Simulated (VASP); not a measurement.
Ag:

```
CELL_PARAMETERS angstrom
1.78116 1.02835 3.30294
-1.78116 1.02835 3.30294
0.00000 -2.05670 3.30294
ATOMIC_POSITIONS crystal
Ag 0.22754 0.22754 0.22754
Ag 0.77246 0.77246 0.77246
```

- Program: VASP 6.6.1
- Task: relaxation of cell and atoms
- Functional: PBEsol
- Potentials or basis: VASP PAW PBE potentials, release 64 (Ag)
- Cutoff: 600 eV
- k mesh: 6 × 6 × 6
- Occupations: gaussian, width 0.1 eV
- Spin: no spin polarisation

At the start: pressure 19.5 GPa; volume 18.15 Å³/atom.

How do energy, volume and symmetry change on relaxing?

Over 26 steps the energy falls by 826.6 meV/atom and the volume is 16.67 Å³/atom (-8.1 %); space group R-3m (No. 166, to 0.05 Å).

The path:
```csv
step,energy change (eV),largest force (eV/Å),pressure (GPa),volume (Å³)
1,0.0000,4.2349,19.55,36.30
2,-0.4636,0.0778,-10.79,49.20
3,-0.7361,0.9724,-5.55,42.94
4,-0.7368,1.0243,-5.21,42.73
5,-0.9209,0.6230,-2.96,40.04
6,-0.9810,0.0486,1.19,37.79
7,-0.9813,0.0167,0.77,37.96
8,-1.0192,0.1726,-0.02,38.04
9,-1.1551,0.7834,-2.05,38.03
10,-1.2057,1.9468,-2.19,37.07
11,-1.2165,1.9364,-2.42,37.05
12,-1.2485,1.8766,-2.92,37.00
13,-1.2970,1.7437,-3.31,36.82
14,-1.3346,1.4431,-1.61,36.16
15,-1.3332,1.5228,-2.22,36.36
16,-1.3601,1.4705,-2.44,36.21
17,-1.4373,1.3092,-2.90,35.77
18,-1.5637,0.9268,-2.97,34.86
19,-1.5496,0.6316,4.00,32.96
20,-1.6125,0.5412,-1.55,34.11
21,-1.6168,0.2685,-0.37,33.77
22,-1.6172,0.3176,-0.59,33.83
23,-1.6328,0.2460,-0.65,33.73
24,-1.6503,0.1185,-0.38,33.53
25,-1.6425,0.0953,1.32,33.05
26,-1.6533,0.0219,0.09,33.35
```

Final structure:
```xyz
2
Lattice="1.4476 0.8358 4.5934 -1.4476 0.8358 4.5934 0.0000 -1.6716 4.5934" Properties=species:S:1:pos:R:3 pbc="T T T"
Ag    0.0000    0.0000    3.4466
Ag    0.0000    0.0000   10.3335
```

Caveat: the PAW data sets were made with another functional, which shifts forces and pressure a little.
